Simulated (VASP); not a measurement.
A run of VASP 6.6.1 is set up as follows.

Contents of POSCAR:

```
Eu
1.0
   -2.2274745855      2.2274745855      2.2274745855
    2.2274745855     -2.2274745855      2.2274745855
    2.2274745855      2.2274745855     -2.2274745855
Eu
1
Direct
    0.0000000000      0.0000000000      0.0000000000
```

The input INCAR.step1:

```
ALGO = Normal
EDIFF = 1E-4
ENCUT = 520
GGA = PE
ISMEAR = -1
ISPIN = 2
LASPH = T
LCHARG = F
LMAXMIX = 6
LREAL = F
LWAVE = T
MAGMOM = 7.31
NBANDS = 18
NELM = 150
PREC = Accurate
SIGMA = 0.05
```

The input INCAR.step2:

```
ALGO = Normal
EDIFF = 1E-6
ENCUT = 520
ISIF = 2
ISMEAR = -1
ISPIN = 2
ISTART = 1
LASPH = T
LCHARG = F
LMAXMIX = 6
LMIXTAU = T
LORBIT = 11
LREAL = F
LWAVE = F
MAGMOM = 7.31
METAGGA = R2SCAN
NBANDS = 18
NELM = 150
PREC = Accurate
SIGMA = 0.05
```

KPOINTS

```
k-points
0
Gamma
  14 14 14
```

Potentials or basis: VASP PAW PBE potentials, release 64 (Eu).

Launch:

```sh
$ cat potpaw_PBE.64/Eu/POTCAR > POTCAR
$ cp INCAR.step1 INCAR
$ mpirun -np 1 vasp_std > vasp.out
$ cp INCAR.step2 INCAR
$ mpirun -np 1 vasp_std > vasp.out
```

Question: What does it give for the pressure?

Answer: -0.4 GPa.

Question: Estimate the net moment.

Answer: 7.78 μB per cell.

Question: What does it give for the site moments?

Answer: Eu +6.71 μB.

Caveat: the PAW data sets were made with another functional, which shifts forces and pressure a little. The state reached can hang on the start; a lower one may exist.
